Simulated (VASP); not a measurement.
Runs of VASP 6.6.1 on HfAs4. The structure is that of space group P4/mmm (No. 123), or close to it. The cells are those of the table. 

```csv
task,cell,k mesh,cutoff (eV),gap on the mesh (eV),pressure (GPa),relaxed volume (Å³/atom),largest force (eV/Å)
single point,"a = 4.528, b = 4.528, c = 5.585 Å, 5 atoms",4 × 4 × 4,520,none,0.0,-,0.04
single point,"a = 4.581, b = 4.581, c = 6.478 Å, 5 atoms",4 × 4 × 4,520,none,-6.5,-,(a)
relaxation of cell and atoms,"relaxed from a = 4.581, b = 4.581, c = 6.478 Å, 5 atoms",4 × 4 × 4,600,none,0.0,22.90,0.01
relaxation of cell and atoms,"relaxed from a = 4.528, b = 4.528, c = 5.585 Å, 5 atoms",8 × 8 × 8,600,none,0.0,22.73,-
single point,"a = 4.497, b = 4.497, c = 5.627 Å, 5 atoms",8 × 8 × 8,520,none,0.0,-,0.04
```

Alike in all rows: level PBE; potentials or basis VASP PAW PBE potentials, release 64 (Hf_pv, As); no spin polarisation; smearing gaussian 0.1 eV.

Question: Fill in the values left out.

Answer: (a) 0.23.

Caveats: spin-orbit coupling is left out, which moves the levels of the heavy elements; this functional lacks dispersion, which binds the layers, so the pressure and a relaxed spacing across them are unreliable (some runs); the volume moved by over 15 % at a fixed basis, so the end points are rough (some runs).

A k mesh can miss the band edges, and the runs leave out spin-orbit coupling on As, Hf.

A gap of «none» marks levels without a gap at the run's occupations.
